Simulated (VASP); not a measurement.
K, 1 atom in the cell. It takes space group Im-3m (No. 229, cubic). Conventional cell: a = 5.395 Å, b = 5.395 Å, c = 5.395 Å, α = 90.00°, β = 90.00°, γ = 90.00°. 

* Program: VASP 6.6.1
* Task: relaxation of cell and atoms
* Functional: PBEsol
* Potentials or basis: VASP PAW PBE potentials, release 64 (K_sv)
* Cutoff: 600 eV
* k mesh: 7 × 7 × 7
* Occupations: fermi-dirac, width 0.05 eV
* Spin: no spin polarisation
* Target pressure: 10 GPa
* Dipole correction: no
* Further INCAR settings: ALGO = Normal; EDIFF = 1e-07; IBRION = 2; EDIFFG = -0.01; NSW = 80; ISIF = 3

Potentials or basis: VASP PAW PBE potentials, release 64 (K_sv).

Run with:

```console
$ cat potpaw_PBE.64/K_sv/POTCAR > POTCAR
$ mpirun -np 1 vasp_std > vasp.out
```

Hardware: 1 thread of Intel Xeon 6975P-C, with other jobs on the host.

**Question.** Estimate the wall time of this run.

**Answer.** Run time: 2.8 min on 1 thread of Intel Xeon 6975P-C, on a shared host, peak memory 0.25 GiB. Counts: scf iterations 122, k points 20, ion steps 17.
